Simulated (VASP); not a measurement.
# Ti (Fmmm) in VASP: single point with PBE

Aim: the single point of Ti with PBE.

Everything below comes from runs of VASP 6.6.1. Logs are shortened: lines on timing, memory, paths and dates and some standing lists are left out, and cuts for length are marked.

## (1) The cell of the first run

Symmetry: Fmmm, No. 69, orthorhombic system. Conventional cell: a = 3.824 Å, b = 3.920 Å, c = 4.112 Å, α = 90.00°, β = 90.00°, γ = 90.00°. Within 3.6 Å of Ti (site symmetry mmm) lie 12 Ti at 2.74 to 2.84 Å.

## (2) Single point, PBE (normal strain along x -0.0700, normal strain along y -0.0467)

INCAR reads:

```
ALGO = Fast ; EDIFF = 1E-7
ENCUT = 520 ; GGA = PE
ISIF = 2 ; ISMEAR = 0
LASPH = T ; LCHARG = T
LELF = T ; LREAL = F
LVHAR = T ; LWAVE = F
NBANDS = 12 ; NELM = 100
PREC = Accurate ; SIGMA = 0.15
```

KPOINTS reads:

```
k-points
0
Gamma
  18 18 18
```

POSCAR reads:

```
Ti
1.0
    0.0000000000      1.9598498616      2.0558584513
    1.9119483597      0.0000000000      2.0558584513
    1.9119483597      1.9598498616      0.0000000000
Ti
1
Direct
    0.0000000000      0.0000000000      0.0000000000
```

Potentials or basis: VASP PAW PBE potentials, release 64 (Ti_sv).

Command:

```
> cat potpaw_PBE.64/Ti_sv/POTCAR > POTCAR
> mpirun -np 1 vasp_std > vasp.out
```

OUTCAR:

```text
EDIFF = 1E-7
   ENCUT = 520
   GGA = PE
   ISIF = 2
   ISMEAR = 0
   LASPH = T
   LREAL = F
   NELM = 100
   PREC = Accurate

 ion  position               nearest neighbor table
   1  0.000  0.000  0.000-

  LATTYP: Found a face centered orthorhombic cell.
 ALAT       =     3.8238967194
 B/A-ratio  =     1.0250537634
 C/A-ratio  =     1.0752688172

  Lattice vectors:

 A1 = (   0.0000000000,   1.9598498616,   2.0558584513)
 A2 = (   1.9119483597,   0.0000000000,   2.0558584513)
 A3 = (   1.9119483597,   1.9598498616,   0.0000000000)

Analysis of symmetry for initial positions (statically):
=====================================================================
 Subroutine PRICEL returns:
 Original cell was already a primitive cell.

 Routine SETGRP: Setting up the symmetry group for a
 face centered orthorhombic supercell.

 Subroutine GETGRP returns: Found  8 space group operations
 (whereof  8 operations were pure point group operations)
 out of a pool of  8 trial point group operations.

The static configuration has the point symmetry D_2h.

Analysis of symmetry for dynamics (positions and initial velocities):
=====================================================================
 Subroutine PRICEL returns:
 Original cell was already a primitive cell.

 Routine SETGRP: Setting up the symmetry group for a
 face centered orthorhombic supercell.

 Subroutine GETGRP returns: Found  8 space group operations
 (whereof  8 operations were pure point group operations)
 out of a pool of  8 trial point group operations.

The dynamic configuration has the point symmetry D_2h.

 Subroutine INISYM returns: Found  8 space group operations
 (whereof  8 operations are pure point group operations),
 and found     1 'primitive' translations

----------------------------------------------------------------------------------------

                                     Primitive cell

  volume of cell :      15.4071

  direct lattice vectors                    reciprocal lattice vectors
     0.000000000  1.959849862  2.055858451    -0.261513339  0.255121583  0.243207405
     1.911948360  0.000000000  2.055858451     0.261513339 -0.255121583  0.243207405
     1.911948360  1.959849862  0.000000000     0.261513339  0.255121583 -0.243207405

  length of vectors
     2.840346009  2.807507881  2.737984297     0.438891890  0.438891890  0.438891890

  position of ions in fractional coordinates (direct lattice)
     0.000000000  0.000000000  0.000000000

  ion indices of the primitive-cell ions
   primitive index   ion index
                 1           1

----------------------------------------------------------------------------------------
[... 78 lines left out ...]
   POTIM  = 0.5000    time-step for ionic-motion
   TEBEG  =    0.0;   TEEND  =   0.0 temperature during run
   PSTRESS=    0.0 pullay stress
   NELECT =      12.0000    total number of electrons
   NUPDOWN=      -1.0000    fix difference up-down
   EMIN   =  10.00;   EMAX   =-10.00  energy-range for DOS
   EFERMI =   0.00;   METHOD = LEGACY
   ISMEAR =     0;   SIGMA  =   0.15  broadening in eV -4-tet -1-fermi 0-gaus
   EFERMI_NEDOS =   21; number of points for ismear=-14 and -15
   IALGO  =     68    algorithm
   IMIX   =      4    mixing-type and parameters
     AMIX     =   0.40;   BMIX     =  1.00
     AMIX_MAG =   1.60;   BMIX_MAG =  1.00
  volume/ion in A,a.u.               =      15.41       103.97
  Fermi-wavevector in a.u.,A,eV,Ry     =   1.506241  2.846383 30.868389  2.268763
  Thomas-Fermi vector in A             =   2.616985
   LORBIT       =      0    0 simple, 1 ext, 2 COOP (PROOUT), +10 PAW based schemes
   GGA     = PE    functional components
   LHFCALC =     F    Hartree Fock is set to
   AEXX    =    0.0000 exact exchange contribution
   IVDW    =     0    specifies the selected vdW correction
   LEPSILON=     F    determine dielectric tensor
   LRPA    =     F    only Hartree local field effects (RPA)
 non-spin polarized calculation
 RMM-DIIS sequential band-by-band and
 Gauss-broadening in eV      SIGMA  =   0.15
  energy-cutoff  :      520.00
  volume of cell :       15.41
 maximum number of plane-waves:       429
 NGX is ok and might be reduce to    24
   NGX = 11   NGY = 11   NGZ = 11

 number of electron      12.0000000 magnetization

 Free energy of the ion-electron system (eV)
  ---------------------------------------------------
  ext. energy  EPLUGINS =         0.00000000
  ---------------------------------------------------
  free energy    TOTEN  =        -7.69626703 eV

  energy without entropy =       -7.67804539  energy(sigma->0) =       -7.68715621

 E-fermi :   9.5469     XC(G=0): -12.0736

 val. band max:        9.5414266100   @ k =   0.5000   0.1667   0.2778
 cond. band min:       9.5480723946   @ k =   0.3333  -0.4444   0.1111
 fundamental gap:      0.0066457847
 Fermi energy:         9.5469083876

 k-point     1 :       0.0000    0.0000    0.0000
  band No.  band energies     occupation
      1     -46.9640      2.00000
      2     -22.6633      2.00000
      3     -22.6492      2.00000
      4     -22.6469      2.00000
      5       3.1980      2.00000
      6      10.1464      0.00000
      7      10.6050      0.00000
      8      10.8048      0.00000
      9      12.0417      0.00000
     10      12.7369      0.00000
     11      25.5435      0.00000
     12      29.4422      0.00000
[... 331 lines left out ...]
 k-point    24 :      -0.2222    0.0556    0.0000
  band No.  band energies     occupation
      1     -46.8649      2.00000
      2     -23.1501      2.00000
      3     -22.7602      2.00000
      4     -22.6770      2.00000
      5       5.1574      2.00000
      6       9.5783      0.76750
      7      10.5078      0.00000
      8      11.1490      0.00000
      9      12.2909      0.00000
     10      12.6394      0.00000
     11      24.0591      0.00000
     12      26.3251      0.00000

 [... further k-points ...]
[... 5 lines left out ...]
  --------------------------------------------------------------------------------------
  -------------------------------------------------------------------------------------
  Total        1.5832698      1.5016234      1.3547762      0.0000000      0.0000000      0.0000000
  in kB      164.6430289    156.1526824    140.8821492      0.0000000      0.0000000      0.0000000
  external PRESSURE =     153.8926202 kB  Pullay stress =       0.0000000 kB

 VOLUME and BASIS-vectors are now :
 -----------------------------------------------------------------------------
  energy-cutoff  :      520.00
  volume of cell :       15.41
      direct lattice vectors                 reciprocal lattice vectors
     0.000000000  1.959849862  2.055858451    -0.261513339  0.255121583  0.243207405
     1.911948360  0.000000000  2.055858451     0.261513339 -0.255121583  0.243207405
     1.911948360  1.959849862  0.000000000     0.261513339  0.255121583 -0.243207405

 POSITION                                       TOTAL-FORCE (eV/Angst)
 -----------------------------------------------------------------------------------
      0.00000      0.00000      0.00000         0.000000      0.000000      0.000000
 -----------------------------------------------------------------------------------
    total drift:                                0.000000      0.000000      0.000000

  FREE ENERGIE OF THE ION-ELECTRON SYSTEM (eV)
  ---------------------------------------------------
  free  energy   TOTEN  =        -7.6962670339 eV

  energy  without entropy=       -7.6780453907  energy(sigma->0) =       -7.68715621
```

OSZICAR:

```text
N       E                     dE             d eps       ncg     rms          rms(c)
DAV:   1     0.871035716819E+02    0.87104E+02   -0.65768E+03 20872   0.123E+03
DAV:   2    -0.431693825520E+01   -0.91421E+02   -0.88857E+02 21112   0.300E+02
DAV:   3    -0.841842791226E+01   -0.41015E+01   -0.40584E+01 28256   0.647E+01
[... 17 lines left out ...]
RMM:  21    -0.769626638598E+01   -0.54726E-06   -0.51656E-06 20888   0.836E-03    0.897E-04
RMM:  22    -0.769626666733E+01   -0.28135E-06   -0.26588E-06 18912   0.618E-03    0.119E-03
RMM:  23    -0.769626688492E+01   -0.21759E-06   -0.20507E-06 17364   0.472E-03    0.156E-03
RMM:  24    -0.769626696319E+01   -0.78273E-07   -0.12610E-06 19708   0.463E-03    0.599E-04
RMM:  25    -0.769626703394E+01   -0.70748E-07   -0.85775E-07 16391   0.338E-03
   1 F= -.76962670E+01 E0= -.76871562E+01  d E =-.182216E-01
```

stdout:

```text
POSCAR found type information on POSCAR Ti
 POSCAR found :  1 types and       1 ions
 scaLAPACK will be used
 LDA part: xc-table for (Slater+PW92), standard interpolation
 POSCAR, INCAR and KPOINTS ok, starting setup
 FFT: planning ... GRIDC
 FFT: planning ... GRID_SOFT
 FFT: planning ... GRID
 WAVECAR not read
 entering main loop
WARNING in EDDRMM: call to ZHEGV failed, returncode =   6  3      5
WARNING in EDDRMM: call to ZHEGV failed, returncode =   6  3     12
WARNING in EDDRMM: call to ZHEGV failed, returncode =   8  4     11
WARNING in EDDRMM: call to ZHEGV failed, returncode =   6  3     11
WARNING in EDDRMM: call to ZHEGV failed, returncode =   6  3      6
WARNING in EDDRMM: call to ZHEGV failed, returncode =   6  3      8
WARNING in EDDRMM: call to ZHEGV failed, returncode =   6  3     10
WARNING in EDDRMM: call to ZHEGV failed, returncode =   8  4     12
WARNING in EDDRMM: call to ZHEGV failed, returncode =   6  3      8
WARNING in EDDRMM: call to ZHEGV failed, returncode =   6  3      8
[... 22 lines left out ...]
WARNING in EDDRMM: call to ZHEGV failed, returncode =   6  3      9
WARNING in EDDRMM: call to ZHEGV failed, returncode =   6  3      5
WARNING in EDDRMM: call to ZHEGV failed, returncode =   6  3      7
WARNING in EDDRMM: call to ZHEGV failed, returncode =   8  4     12
WARNING in EDDRMM: call to ZHEGV failed, returncode =   6  3      6
WARNING in EDDRMM: call to ZHEGV failed, returncode =   8  4      7
WARNING in EDDRMM: call to ZHEGV failed, returncode =   6  3      5
WARNING in EDDRMM: call to ZHEGV failed, returncode =   8  4      5
WARNING in EDDRMM: call to ZHEGV failed, returncode =   6  3      6
WARNING in EDDRMM: call to ZHEGV failed, returncode =   6  3      6
```

It took 5.7 min on 1 thread of Intel Xeon 8259CL, shared host; peak memory 0.27 GiB.

Results:

| Quantity | Value |
| --- | --- |
| Free energy | -7.6963 eV |
| Pressure | 15.4 GPa |
| Band gap on the k mesh | zero (bands 6 and 7 overlap by 1.30 eV) |

Caveat: the cell differs from its parent crystal (normal strain along x -0.0700, normal strain along y -0.0467); the cell stands under pressure.
